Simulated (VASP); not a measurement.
Input of a VASP 6.6.1 run:

File POSCAR:

```
Pd
1.0
    0.0000000000      1.9567730079      1.9567730079
    1.9567730079      0.0000000000      1.9567730079
    1.9567730079      1.9567730079      0.0000000000
Pd
1
Direct
    0.0000000000      0.0000000000      0.0000000000
```

Contents of INCAR.step1:

```
PREC     = Accurate       # precision mode
ENCUT    = 520            # plane-wave cutoff, eV
ISMEAR   = 1              # smearing method
SIGMA    = 1.0            # smearing width, eV
LREAL    = F              # projectors in reciprocal space
LASPH    = T              # aspherical terms in the spheres
NELM     = 150            # most SCF steps
ISPIN    = 2              # spin polarisation
MAGMOM   = 0.436          # initial moments
LMAXMIX  = 4              # l up to which the mixer works
NBANDS   = 15             # bands
GGA      = PE             # functional
ALGO     = Normal         # electronic algorithm
EDIFF    = 1E-4           # SCF threshold, eV
LWAVE    = T              # write WAVECAR
LCHARG   = F              # write CHGCAR
```

INCAR.step2

```
PREC     = Accurate       # precision mode
ENCUT    = 520            # plane-wave cutoff, eV
EDIFF    = 1E-7           # SCF threshold, eV
ISMEAR   = 1              # smearing method
SIGMA    = 1.0            # smearing width, eV
LREAL    = F              # projectors in reciprocal space
LASPH    = T              # aspherical terms in the spheres
NELM     = 150            # most SCF steps
ALGO     = Normal         # electronic algorithm
ISIF     = 2              # what is computed and relaxed
LWAVE    = F              # write WAVECAR
LCHARG   = T              # write CHGCAR
ISPIN    = 2              # spin polarisation
MAGMOM   = 0.436          # initial moments
LORBIT   = 11             # projections on sites
LMAXMIX  = 4              # l up to which the mixer works
METAGGA  = R2SCAN         # meta-GGA
LMIXTAU  = T            
LELF     = T              # ELF
LVHAR    = T            
NBANDS   = 15             # bands
ISTART   = 1
```

The input KPOINTS:

```
Automatic mesh
0
Gamma
  14 14 14
```

Potentials or basis: VASP PAW PBE potentials, release 64 (Pd).

The run is started by

```sh
$ cat potpaw_PBE.64/Pd/POTCAR > POTCAR
$ cp INCAR.step1 INCAR
$ mpirun -np 1 vasp_std > vasp.out
$ cp INCAR.step2 INCAR
$ mpirun -np 1 vasp_std > vasp.out
```

Q: What does it give for the band gap on the k mesh?

A: Zero (filled and empty bands overlap).

Q: Predict the net moment.

A: 0.00 μB per cell.

Q: Estimate the pressure.

A: -0.2 GPa.

Caveat: the PAW data sets were made with another functional, which shifts forces and pressure a little.
